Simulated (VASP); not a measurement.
# K (P6_3/mmc) in VASP: single point with PBEsol

Aim: the single point of K with PBEsol.

Program: VASP 6.6.1. These are calculated values, not measurements. Logs are shortened: lines on timing, memory, paths and dates and some standing lists are left out, and cuts for length are marked.

### Step 1. The cell of the first run

Symmetry: P6_3/mmc, No. 194, hexagonal system. Conventional cell: a = 5.099 Å, b = 5.099 Å, c = 16.967 Å, α = 90.00°, β = 90.00°, γ = 120.00°.

This isn't the form of K at room conditions, which is bcc.

### Step 2. Single point, PBEsol (Cs replaced by K, lengths x 0.899, strained)

INCAR

```
SYSTEM = K
PREC = Accurate ; ENCUT = 520
EDIFF = 1E-7 ; ISMEAR = 0
SIGMA = 0.1 ; LREAL = .FALSE.
LASPH = .TRUE. ; NELM = 60
ALGO = Fast ; ISIF = 2
LWAVE = .FALSE. ; LCHARG = .FALSE.
GGA = PS ; NBANDS = 26
```

KPOINTS

```
regular mesh
0
G
  9 9 4
  0 0 0
```

POSCAR

```
K
1.0
    5.0985946577      0.0000000000      0.0000000000
   -2.5492973289      4.4155124972      0.0000000000
    0.0000000000      0.0000000000     16.9665029596
K
4
Direct
    0.0000000000      0.0000000000      0.0000000000
    0.3333333300      0.6666666700      0.2500000000
    0.0000000000      0.0000000000      0.5000000000
    0.6666666700      0.3333333300      0.7500000000
```

Potentials or basis: VASP PAW PBE potentials, release 64 (K_sv).

Command:

```
cat potpaw_PBE.64/K_sv/POTCAR > POTCAR
mpirun -np 1 vasp_std > vasp.out
```

OUTCAR:

```text
SYSTEM = K
   PREC = Accurate
   ENCUT = 520
   EDIFF = 1E-7
   ISMEAR = 0
   LREAL = .FALSE.
   LASPH = .TRUE.
   NELM = 60
   ISIF = 2
   GGA = PS

 ion  position               nearest neighbor table
   1  0.000  0.000  0.000-
   2  0.333  0.667  0.250-
   3  0.000  0.000  0.500-
   4  0.667  0.333  0.750-

  LATTYP: Found a hexagonal cell.
 ALAT       =     5.0985946577
 C/A-ratio  =     3.3276822534

  Lattice vectors:

 A1 = (   5.0985946577,   0.0000000000,   0.0000000000)
 A2 = (  -2.5492973289,   4.4155124972,   0.0000000000)
 A3 = (   0.0000000000,   0.0000000000,  16.9665029596)

Analysis of symmetry for initial positions (statically):
=====================================================================
 Subroutine PRICEL returns:
 Original cell was already a primitive cell.

 Routine SETGRP: Setting up the symmetry group for a
 hexagonal supercell.

 Subroutine GETGRP returns: Found 24 space group operations
 (whereof 12 operations were pure point group operations)
 out of a pool of 24 trial point group operations.

The static configuration has the point symmetry D_3d.
 The point group associated with its full space group is D_6h.

Analysis of symmetry for dynamics (positions and initial velocities):
=====================================================================
 Subroutine PRICEL returns:
 Original cell was already a primitive cell.

 Routine SETGRP: Setting up the symmetry group for a
 hexagonal supercell.

 Subroutine GETGRP returns: Found 24 space group operations
 (whereof 12 operations were pure point group operations)
 out of a pool of 24 trial point group operations.

The dynamic configuration has the point symmetry D_3d.
 The point group associated with its full space group is D_6h.

 Subroutine INISYM returns: Found 24 space group operations
 (whereof 12 operations are pure point group operations),
 and found     1 'primitive' translations

----------------------------------------------------------------------------------------

                                     Primitive cell

  volume of cell :     381.9653

  direct lattice vectors                    reciprocal lattice vectors
     5.098594658  0.000000000  0.000000000     0.196132477  0.113237138  0.000000000
    -2.549297329  4.415512497  0.000000000     0.000000000  0.226474277  0.000000000
     0.000000000  0.000000000 16.966502960     0.000000000  0.000000000  0.058939665

  length of vectors
     5.098594658  5.098594658 16.966502960     0.226474277  0.226474277  0.058939665

  position of ions in fractional coordinates (direct lattice)
     0.000000000  0.000000000  0.000000000
     0.333333330  0.666666670  0.250000000
     0.000000000  0.000000000  0.500000000
     0.666666670  0.333333330  0.750000000

  ion indices of the primitive-cell ions
   primitive index   ion index
                 1           1
                 2           2
                 3           3
                 4           4

----------------------------------------------------------------------------------------

 KPOINTS: regular mesh

Automatic generation of k-mesh.
 Grid dimensions read from file:
 generate k-points for:    9    9    4

 Generating k-lattice:

  Cartesian coordinates                     Fractional coordinates (reciprocal lattice)
     0.021792497  0.012581904  0.000000000     0.111111111 -0.000000000  0.000000000
     0.000000000  0.025163809  0.000000000     0.000000000  0.111111111  0.000000000
     0.000000000  0.000000000  0.014734916     0.000000000  0.000000000  0.250000000

  Length of vectors
     0.025163809  0.025163809  0.014734916

  Shift w.r.t. Gamma in fractional coordinates (k-lattice)
     0.000000000  0.000000000  0.000000000

 Subroutine IBZKPT returns following result:
 ===========================================

 Found     36 irreducible k-points:

 Following reciprocal coordinates:
            Coordinates               Weight
  0.000000  0.000000  0.000000      1.000000
  0.111111 -0.000000  0.000000      6.000000
  0.222222 -0.000000  0.000000      6.000000
  0.333333 -0.000000  0.000000      6.000000
  0.444444 -0.000000  0.000000      6.000000
  0.111111  0.111111  0.000000      6.000000
[... 16 lines left out ...]
  0.333333  0.222222  0.250000     24.000000
  0.333333  0.333333  0.250000      4.000000
 [... further k-points ...]
   k-points           NKPTS =     36   k-points in BZ     NKDIM =     36   number of bands    NBANDS=     26
   number of dos      NEDOS =    301   number of ions     NIONS =      4
   total plane-waves  NPLWV = 201600
   dimension x,y,z NGX =    40 NGY =   40 NGZ =  126
   dimension x,y,z NGXF=    80 NGYF=   80 NGZF=  252
   ions per type =               4
   NGX,Y,Z   is equivalent  to a cutoff of  13.04, 13.04, 12.35 a.u.
   NGXF,Y,Z  is equivalent  to a cutoff of  26.08, 26.08, 24.69 a.u.
 SYSTEM =  K
   PREC   = accura    normal or accurate (medium, high low for compatibility)
   ISTART =      0    job   : 0-new  1-cont  2-samecut
   ICHARG =      2    charge: 1-file 2-atom 10-const
   ISPIN  =      1    spin polarized calculation?
   LNONCOLLINEAR =      F non collinear calculations
   LSORBIT =      F    spin-orbit coupling
   LASPH  =      T    aspherical Exc in radial PAW
   ENCUT  =  520.0 eV  38.22 Ry    6.18 a.u.   9.48  9.48 31.55*2*pi/ulx,y,z
   NELM   =     60;   NELMIN=  2; NELMDL= -5     # of ELM steps
   EDIFF  = 0.1E-06   stopping-criterion for ELM
   LREAL  =      F    real-space projection
   EDIFFG = 0.1E-05   stopping-criterion for IOM
   NSW    =      0    number of steps for IOM
   IBRION =     -1    ionic relax: 0-MD 1-quasi-New 2-CG
   NFREE  =      0    steps in history (QN), initial steepest desc. (CG)
   ISIF   =      2    stress and relaxation
   ISYM   =      2    0-nonsym 1-usesym 2-fastsym
   POTIM  = 0.5000    time-step for ionic-motion
   TEBEG  =    0.0;   TEEND  =   0.0 temperature during run
   PSTRESS=    0.0 pullay stress
   NELECT =      36.0000    total number of electrons
   NUPDOWN=      -1.0000    fix difference up-down
   EMIN   =  10.00;   EMAX   =-10.00  energy-range for DOS
   EFERMI =   0.00;   METHOD = LEGACY
   ISMEAR =     0;   SIGMA  =   0.10  broadening in eV -4-tet -1-fermi 0-gaus
   EFERMI_NEDOS =   21; number of points for ismear=-14 and -15
   IALGO  =     68    algorithm
   IMIX   =      4    mixing-type and parameters
     AMIX     =   0.40;   BMIX     =  1.00
     AMIX_MAG =   1.60;   BMIX_MAG =  1.00
  volume/ion in A,a.u.               =      95.49       644.41
  Fermi-wavevector in a.u.,A,eV,Ry     =   0.745020  1.407883  7.551970  0.555054
  Thomas-Fermi vector in A             =   1.840508
   LORBIT       =      0    0 simple, 1 ext, 2 COOP (PROOUT), +10 PAW based schemes
   GGA     = PS    functional components
   LHFCALC =     F    Hartree Fock is set to
   AEXX    =    0.0000 exact exchange contribution
   IVDW    =     0    specifies the selected vdW correction
   LEPSILON=     F    determine dielectric tensor
   LRPA    =     F    only Hartree local field effects (RPA)
 non-spin polarized calculation
 RMM-DIIS sequential band-by-band and
 Gauss-broadening in eV      SIGMA  =   0.10
  energy-cutoff  :      520.00
  volume of cell :      381.97
 maximum number of plane-waves:     10371
 NGX is ok and might be reduce to    40
   NGX = 19   NGY = 19   NGZ = 63

 number of electron      36.0000002 magnetization

 Free energy of the ion-electron system (eV)
  ---------------------------------------------------
  ext. energy  EPLUGINS =         0.00000000
  ---------------------------------------------------
  free energy    TOTEN  =        -4.30441294 eV

  energy without entropy =       -4.28760576  energy(sigma->0) =       -4.29600935

 E-fermi :  -0.6140     XC(G=0):  -5.0888

 val. band max:       -0.6169311862   @ k =   0.3333   0.1111   0.0000
 cond. band min:      -0.5684747760   @ k =   0.3333   0.2222   0.0000
 fundamental gap:      0.0484564102
 Fermi energy:        -0.6140143278

 k-point     1 :       0.0000    0.0000    0.0000
  band No.  band energies     occupation
      1     -32.8388      2.00000
      2     -32.8386      2.00000
      3     -32.8381      2.00000
      4     -32.8378      2.00000
      5     -16.3819      2.00000
      6     -16.3705      2.00000
[... 18 lines left out ...]
     25       3.2283      0.00000
     26       3.2779      0.00000

 k-point     2 :       0.1111   -0.0000    0.0000
  band No.  band energies     occupation
      1     -32.8387      2.00000
      2     -32.8385      2.00000
      3     -32.8380      2.00000
      4     -32.8377      2.00000
      5     -16.3810      2.00000
      6     -16.3708      2.00000
[... 18 lines left out ...]
     25       2.8814      0.00000
     26       2.9047      0.00000

 k-point     3 :       0.2222   -0.0000    0.0000
  band No.  band energies     occupation
      1     -32.8385      2.00000
      2     -32.8383      2.00000
      3     -32.8378      2.00000
      4     -32.8376      2.00000
      5     -16.3785      2.00000
      6     -16.3729      2.00000
[... 18 lines left out ...]
     25       2.2106      0.00000
     26       2.2356      0.00000

 k-point     4 :       0.3333   -0.0000    0.0000
  band No.  band energies     occupation
      1     -32.8382      2.00000
      2     -32.8381      2.00000
      3     -32.8375      2.00000
      4     -32.8374      2.00000
      5     -16.3788      2.00000
      6     -16.3786      2.00000
[... 18 lines left out ...]
     25       1.9946      0.00000
     26       2.0419      0.00000

 k-point     5 :       0.4444   -0.0000    0.0000
  band No.  band energies     occupation
      1     -32.8379      2.00000
      2     -32.8379      2.00000
      3     -32.8374      2.00000
      4     -32.8373      2.00000
      5     -16.3831      2.00000
      6     -16.3824      2.00000
[... 18 lines left out ...]
     25       1.4915      0.00000
     26       1.6750      0.00000

 k-point     6 :       0.1111    0.1111    0.0000
  band No.  band energies     occupation
      1     -32.8386      2.00000
      2     -32.8384      2.00000
      3     -32.8378      2.00000
      4     -32.8376      2.00000
      5     -16.3792      2.00000
      6     -16.3719      2.00000
[... 427 lines left out ...]
 k-point    21 :       0.4444    0.1111    0.2500
  band No.  band energies     occupation
      1     -32.8379      2.00000
      2     -32.8379      2.00000
      3     -32.8373      2.00000
      4     -32.8373      2.00000
      5     -16.3826      2.00000
      6     -16.3819      2.00000
[... 18 lines left out ...]
     25       1.4845      0.00000
     26       1.6424      0.00000

 k-point    22 :       0.2222    0.2222    0.2500
  band No.  band energies     occupation
      1     -32.8380      2.00000
      2     -32.8380      2.00000
      3     -32.8374      2.00000
      4     -32.8374      2.00000
      5     -16.3787      2.00000
      6     -16.3780      2.00000
[... 18 lines left out ...]
     25       1.3995      0.00000
     26       1.7913      0.00000

 k-point    23 :       0.3333    0.2222    0.2500
  band No.  band energies     occupation
      1     -32.8378      2.00000
      2     -32.8378      2.00000
      3     -32.8373      2.00000
      4     -32.8373      2.00000
      5     -16.3802      2.00000
      6     -16.3796      2.00000
[... 18 lines left out ...]
     25       1.2191      0.00000
     26       1.5509      0.00000

 k-point    24 :       0.3333    0.3333    0.2500
  band No.  band energies     occupation
      1     -32.8378      2.00000
      2     -32.8378      2.00000
      3     -32.8372      2.00000
      4     -32.8372      2.00000
      5     -16.3779      2.00000
      6     -16.3776      2.00000
[... 18 lines left out ...]
     25       0.9573      0.00000
     26       1.4114      0.00000

 [... further k-points ...]

------------------------ aborting loop because EDIFF is reached ----------------------------------------

  FORCE on cell =-STRESS in cart. coord.  units (eV):
  Direction    XX          YY          ZZ          XY          YZ          ZX
  --------------------------------------------------------------------------------------
  -------------------------------------------------------------------------------------
  Total       -1.5053315     -1.5053315     -1.5322876      0.0000000     -0.0000000     -0.0000000
  in kB       -6.3142064     -6.3142064     -6.4272758      0.0000000     -0.0000000     -0.0000000
  external PRESSURE =      -6.3518962 kB  Pullay stress =       0.0000000 kB

 VOLUME and BASIS-vectors are now :
 -----------------------------------------------------------------------------
  energy-cutoff  :      520.00
  volume of cell :      381.97
      direct lattice vectors                 reciprocal lattice vectors
     5.098594658  0.000000000  0.000000000     0.196132477  0.113237138  0.000000000
    -2.549297329  4.415512497  0.000000000     0.000000000  0.226474277  0.000000000
     0.000000000  0.000000000 16.966502960     0.000000000  0.000000000  0.058939665

 POSITION                                       TOTAL-FORCE (eV/Angst)
 -----------------------------------------------------------------------------------
      0.00000      0.00000      0.00000         0.000000      0.000000      0.000000
     -0.00000      2.94368      4.24163        -0.000000     -0.000000      0.000000
      0.00000      0.00000      8.48325         0.000000      0.000000      0.000000
      2.54930      1.47184     12.72488         0.000000      0.000000     -0.000000
 -----------------------------------------------------------------------------------
    total drift:                               -0.000000      0.000000      0.000000

  FREE ENERGIE OF THE ION-ELECTRON SYSTEM (eV)
  ---------------------------------------------------
  free  energy   TOTEN  =        -4.3044129391 eV

  energy  without entropy=       -4.2876057629  energy(sigma->0) =       -4.29600935
```

Run time: 5.8 min. Hardware: 1 thread of Intel Xeon 6975P-C (Granite Rapids), shared host; peak memory 0.61 GiB.

What came out:

| Property | Result |
| --- | --- |
| Free energy | -4.3044 eV |
| Pressure | -0.6 GPa |
| Band gap on the k mesh | zero (bands 18 and 19 overlap by 2.11 eV) |

Caveat: the cell differs from its parent crystal (Cs replaced by K, lengths x 0.899, strained); the PAW data sets were made with another functional, which shifts forces and pressure a little.
